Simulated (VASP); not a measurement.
# Hf3Be (P6_3/mmc) in VASP: notebook, part 2 of 2

VASP 6.6.1. Earlier steps stand in the parts before.

**4. Relaxation of cell and atoms, PBE**

Input file INCAR:

```
PREC = Accurate
ENCUT = 600
EDIFF = 1E-7
ISMEAR = 0
SIGMA = 0.1
LREAL = F
LASPH = T
NELM = 60
ALGO = Fast
ISIF = 3
LWAVE = F
LCHARG = F
GGA = PE
IBRION = 2
NSW = 100
EDIFFG = -0.01
```

Input file KPOINTS:

```
Automatic mesh
0
Gamma
  6 6 8
```

Input file POSCAR:

```
Hf3Be
1.0
    6.0221231761      0.0000000000      0.0000000000
   -3.0110615881      5.2153116552      0.0000000000
    0.0000000000      0.0000000000      4.8357996767
Hf Be
6 2
Direct
    0.8269451785      0.6538903571      0.2500000000
    0.1730548215      0.8269451785      0.7500000000
    0.3461096429      0.1730548215      0.2500000000
    0.1730548215      0.3461096429      0.7500000000
    0.8269451785      0.1730548215      0.2500000000
    0.6538903571      0.8269451785      0.7500000000
    0.3333333333      0.6666666667      0.2500000000
    0.6666666667      0.3333333333      0.7500000000
```

Potentials or basis: VASP PAW PBE potentials, release 64 (Hf_pv, Be).

Command:

```console
cat potpaw_PBE.64/Hf_pv/POTCAR potpaw_PBE.64/Be/POTCAR > POTCAR
mpirun -np 1 vasp_std > vasp.out
```

OUTCAR:

```text
PREC = Accurate
   ENCUT = 600
   EDIFF = 1E-7
   ISMEAR = 0
   LREAL = F
   LASPH = T
   NELM = 60
   ISIF = 3
   GGA = PE
   IBRION = 2
   NSW = 100
   EDIFFG = -0.01

 ion  position               nearest neighbor table
   1  0.827  0.654  0.250-   3 2.90   5 2.90   8 2.94   8 2.94   7 3.01   7 3.01   6 3.02   6 3.02
                             2 3.02   2 3.02   3 3.13   5 3.13
   2  0.173  0.827  0.750-   6 2.90   4 2.90   7 2.94   7 2.94   8 3.01   8 3.01   1 3.02   1 3.02
                             3 3.02   3 3.02   6 3.13   4 3.13
   3  0.346  0.173  0.250-   1 2.90   5 2.90   8 2.94   8 2.94   7 3.01   7 3.01   4 3.02   4 3.02
                             2 3.02   2 3.02   1 3.13   5 3.13
   4  0.173  0.346  0.750-   6 2.90   2 2.90   7 2.94   7 2.94   8 3.01   8 3.01   3 3.02   3 3.02
                             5 3.02   5 3.02   6 3.13   2 3.13
   5  0.827  0.173  0.250-   3 2.90   1 2.90   8 2.94   8 2.94   7 3.01   7 3.01   4 3.02   4 3.02
                             6 3.02   6 3.02   3 3.13   1 3.13
   6  0.654  0.827  0.750-   4 2.90   2 2.90   7 2.94   7 2.94   8 3.01   8 3.01   1 3.02   1 3.02
                             5 3.02   5 3.02   4 3.13   2 3.13
   7  0.333  0.667  0.250-   2 2.94   2 2.94   6 2.94   6 2.94   4 2.94   4 2.94   5 3.01   5 3.01
                             1 3.01   1 3.01   3 3.01   3 3.01
   8  0.667  0.333  0.750-   5 2.94   5 2.94   3 2.94   3 2.94   1 2.94   1 2.94   2 3.01   2 3.01
                             4 3.01   4 3.01   6 3.01   6 3.01

  LATTYP: Found a hexagonal cell.
 ALAT       =     6.0221231761
 C/A-ratio  =     0.8030057731

  Lattice vectors:

 A1 = (   6.0221231761,   0.0000000000,   0.0000000000)
 A2 = (  -3.0110615881,   5.2153116552,   0.0000000000)
 A3 = (   0.0000000000,   0.0000000000,   4.8357996767)

Analysis of symmetry for initial positions (statically):
=====================================================================
 Subroutine PRICEL returns:
 Original cell was already a primitive cell.

 Routine SETGRP: Setting up the symmetry group for a
 hexagonal supercell.

 Subroutine GETGRP returns: Found 24 space group operations
 (whereof 12 operations were pure point group operations)
 out of a pool of 24 trial point group operations.

The static configuration has the point symmetry D_3d.
 The point group associated with its full space group is D_6h.

Analysis of symmetry for dynamics (positions and initial velocities):
=====================================================================
 Subroutine PRICEL returns:
 Original cell was already a primitive cell.

 Routine SETGRP: Setting up the symmetry group for a
 hexagonal supercell.

 Subroutine GETGRP returns: Found 24 space group operations
 (whereof 12 operations were pure point group operations)
 out of a pool of 24 trial point group operations.

The dynamic configuration has the point symmetry D_3d.
 The point group associated with its full space group is D_6h.

 Subroutine INISYM returns: Found 24 space group operations
 (whereof 12 operations are pure point group operations),
 and found     1 'primitive' translations

----------------------------------------------------------------------------------------

                                     Primitive cell

  volume of cell :     151.8792

[... 59 lines left out ...]
  0.333333  0.000000  0.000000      6.000000
  0.500000  0.000000  0.000000      3.000000
  0.166667  0.166667  0.000000      6.000000
  0.333333  0.166667  0.000000     12.000000
[... 16 lines left out ...]
  0.166667  0.000000  0.375000     12.000000
  0.333333  0.000000  0.375000     12.000000
 [... further k-points ...]
   k-points           NKPTS =     35   k-points in BZ     NKDIM =     35   number of bands    NBANDS=     38
   number of dos      NEDOS =    301   number of ions     NIONS =      8
   total plane-waves  NPLWV =  92160
   dimension x,y,z NGX =    48 NGY =   48 NGZ =   40
   dimension x,y,z NGXF=    96 NGYF=   96 NGZF=   80
   ions per type =               6   2
   NGX,Y,Z   is equivalent  to a cutoff of  13.25, 13.25, 13.75 a.u.
   NGXF,Y,Z  is equivalent  to a cutoff of  26.50, 26.50, 27.50 a.u.
 SYSTEM =  unknown system
   PREC   = accura    normal or accurate (medium, high low for compatibility)
   ISTART =      0    job   : 0-new  1-cont  2-samecut
   ICHARG =      2    charge: 1-file 2-atom 10-const
   ISPIN  =      1    spin polarized calculation?
   LNONCOLLINEAR =      F non collinear calculations
   LSORBIT =      F    spin-orbit coupling
   LASPH  =      T    aspherical Exc in radial PAW
   ENCUT  =  600.0 eV  44.10 Ry    6.64 a.u.  12.03 12.03  9.66*2*pi/ulx,y,z
   NELM   =     60;   NELMIN=  2; NELMDL= -5     # of ELM steps
   EDIFF  = 0.1E-06   stopping-criterion for ELM
   LREAL  =      F    real-space projection
   EDIFFG = -.1E-01   stopping-criterion for IOM
   NSW    =    100    number of steps for IOM
   IBRION =      2    ionic relax: 0-MD 1-quasi-New 2-CG
   NFREE  =      1    steps in history (QN), initial steepest desc. (CG)
   ISIF   =      3    stress and relaxation
   ISYM   =      2    0-nonsym 1-usesym 2-fastsym
   POTIM  = 0.5000    time-step for ionic-motion
   TEBEG  =    0.0;   TEEND  =   0.0 temperature during run
   PSTRESS=    0.0 pullay stress
   NELECT =      64.0000    total number of electrons
   NUPDOWN=      -1.0000    fix difference up-down
   EMIN   =  10.00;   EMAX   =-10.00  energy-range for DOS
   EFERMI =   0.00;   METHOD = LEGACY
   ISMEAR =     0;   SIGMA  =   0.10  broadening in eV -4-tet -1-fermi 0-gaus
   EFERMI_NEDOS =   21; number of points for ismear=-14 and -15
   IALGO  =     68    algorithm
   IMIX   =      4    mixing-type and parameters
     AMIX     =   0.40;   BMIX     =  1.00
     AMIX_MAG =   1.60;   BMIX_MAG =  1.00
  volume/ion in A,a.u.               =      18.98       128.12
  Fermi-wavevector in a.u.,A,eV,Ry     =   1.227351  2.319357 20.495684  1.506390
  Thomas-Fermi vector in A             =   2.362318
   LORBIT       =      0    0 simple, 1 ext, 2 COOP (PROOUT), +10 PAW based schemes
   GGA     = PE    functional components
   LHFCALC =     F    Hartree Fock is set to
   AEXX    =    0.0000 exact exchange contribution
   IVDW    =     0    specifies the selected vdW correction
   LEPSILON=     F    determine dielectric tensor
   LRPA    =     F    only Hartree local field effects (RPA)
 conjugate gradient relaxation of ions
 non-spin polarized calculation
 RMM-DIIS sequential band-by-band and
 Gauss-broadening in eV      SIGMA  =   0.10
  energy-cutoff  :      600.00
  volume of cell :      151.88
 maximum number of plane-waves:      5093
   NGX = 25   NGY = 25   NGZ = 19

--------------------------------------- Ionic step        1  -------------------------------------------

 number of electron      64.0000006 magnetization

 Free energy of the ion-electron system (eV)
  ---------------------------------------------------
  ext. energy  EPLUGINS =         0.00000000
  ---------------------------------------------------
  free energy    TOTEN  =       -66.04649176 eV

  energy without entropy =      -65.99306623  energy(sigma->0) =      -66.01977899

------------------------ aborting loop because EDIFF is reached ----------------------------------------

  FORCE on cell =-STRESS in cart. coord.  units (eV):
  Direction    XX          YY          ZZ          XY          YZ          ZX
  --------------------------------------------------------------------------------------
  -------------------------------------------------------------------------------------
  Total       -0.3525749     -0.3525749     -0.0532436      0.0000000      0.0000000      0.0000000
  in kB       -3.7193219     -3.7193219     -0.5616679      0.0000000      0.0000000      0.0000000
  external PRESSURE =      -2.6667706 kB  Pullay stress =       0.0000000 kB
[... 239 lines left out ...]
--------------------------------------- Ionic step        7  -------------------------------------------

 number of electron      64.0000009 magnetization

 Free energy of the ion-electron system (eV)
  ---------------------------------------------------
  ext. energy  EPLUGINS =         0.00000000
  ---------------------------------------------------
  free energy    TOTEN  =       -66.04853492 eV

  energy without entropy =      -65.99566648  energy(sigma->0) =      -66.02210070

 E-fermi :   4.6386     XC(G=0): -11.1577

 val. band max:        4.6293753336   @ k =   0.3333   0.3333   0.1250
 cond. band min:       4.6644170177   @ k =   0.1667   0.0000   0.0000
 fundamental gap:      0.0350416841
 Fermi energy:         4.6386112121

 k-point     1 :       0.0000    0.0000    0.0000
  band No.  band energies     occupation
      1     -26.1753      2.00000
      2     -25.9866      2.00000
      3     -25.9671      2.00000
      4     -25.7913      2.00000
      5     -25.7913      2.00000
      6     -25.7278      2.00000
[... 973 lines left out ...]
     37       5.6103      0.00000
     38       6.0454      0.00000

 [... further k-points ...]
[... 5 lines left out ...]
  --------------------------------------------------------------------------------------
  -------------------------------------------------------------------------------------
  Total        0.0070196      0.0070196     -0.0295928     -0.0000000     -0.0000000      0.0000000
  in kB        0.0741977      0.0741977     -0.3127997     -0.0000000     -0.0000000      0.0000000
  external PRESSURE =      -0.0548014 kB  Pullay stress =       0.0000000 kB
[... 23 lines left out ...]
  FREE ENERGIE OF THE ION-ELECTRON SYSTEM (eV)
  ---------------------------------------------------
  free  energy   TOTEN  =       -66.0485349237 eV

  energy  without entropy=      -65.9956664784  energy(sigma->0) =      -66.02210070

 reached required accuracy - stopping structural energy minimisation
```

Wall time 22 min (1 thread of Intel Xeon 6975P-C, shared host); peak memory 0.44 GiB.

What came out:

```yaml
Free_energy: -66.0485 eV
Relaxed_volume: 18.95 Å³/atom
Relaxed_cell: a = 5.996 Å, b = 5.996 Å, c = 4.869 Å, α = 90.00°, β = 90.00°, γ = 120.00°
Space_group_after_relaxing_to_0.05_Å: P6_3/mmc (No. 194)
Energy_gained_by_relaxing: 0.3 meV/atom
Ionic_steps: 7
Pressure_after_relaxing: 0.0 GPa
Largest_force_after_relaxing: 0.007 eV/Å
Band_gap_on_the_k_mesh: zero (band 32 reaches 4.81 eV, above the bottom of band 33 at 4.54 eV)
```

Forces on the atoms (eV/Å):
```
Hf   0.000  0.007  0.000
Hf  -0.006  0.003  0.000
Hf  -0.006 -0.003  0.000
Hf   0.000 -0.007  0.000
Hf   0.006 -0.003  0.000
Hf   0.006  0.003  0.000
Be   0.000  0.000  0.000
Be   0.000  0.000  0.000
```

Step by step:
| step | energy change (eV) | largest force (eV/Å) | pressure (GPa) | volume (Å³) |
| --- | --- | --- | --- | --- |
| 1 | 0.0000 | 0.0410 | -0.27 | 151.88 |
| 2 | -0.0008 | 0.0115 | 0.22 | 151.19 |
| 3 | -0.0008 | 0.0172 | 0.13 | 151.31 |
| 4 | -0.0014 | 0.0047 | 0.08 | 151.40 |
| 5 | -0.0019 | 0.0262 | -0.02 | 151.60 |
| 6 | -0.0019 | 0.0227 | -0.01 | 151.58 |
| 7 | -0.0020 | 0.0070 | -0.01 | 151.58 |

Final structure:
```
Hf Be
1.0
     5.99577    0.00000    0.00000
    -2.99789    5.19249    0.00000
     0.00000    0.00000    4.86865
Hf Be
6 2
Direct
  0.82746 0.65491 0.25000
  0.17254 0.82746 0.75000
  0.34509 0.17254 0.25000
  0.17254 0.34509 0.75000
  0.82746 0.17254 0.25000
  0.65491 0.82746 0.75000
  0.33333 0.66667 0.25000
  0.66667 0.33333 0.75000
```

Caveat: spin-orbit coupling is left out, which moves the levels of the heavy elements.

**5. Overview**

| task | cell | k mesh | cutoff (eV) | gap on the mesh (eV) | pressure (GPa) | relaxed volume (Å³/atom) | largest force (eV/Å) |
| --- | --- | --- | --- | --- | --- | --- | --- |
| single point | a = 6.002, b = 6.002, c = 4.874 Å, angles 90.0, 90.0, 120.0°, 8 atoms | 6 × 6 × 8 | 520 | none | -0.4 | - | 0.01 |
| relaxation of cell and atoms | relaxed from a = 6.046, b = 6.046, c = 4.853 Å, angles 90.0, 90.0, 120.0°, 8 atoms | 3 × 3 × 4 | 600 | none | -0.1 | 18.93 | - |
| relaxation of cell and atoms | relaxed from a = 6.022, b = 6.022, c = 4.836 Å, angles 90.0, 90.0, 120.0°, 8 atoms | 6 × 6 × 8 | 600 | none | 0.0 | 18.95 | 0.01 |

Alike in all rows: level PBE; potentials or basis VASP PAW PBE potentials, release 64 (Hf_pv, Be); no spin polarisation; smearing gaussian 0.1 eV.

Caveats: some runs use coarse meshes; spin-orbit coupling is left out, which moves the levels of the heavy elements.

Total energies depend on the potentials used, so only differences within one code and one set of settings carry meaning.
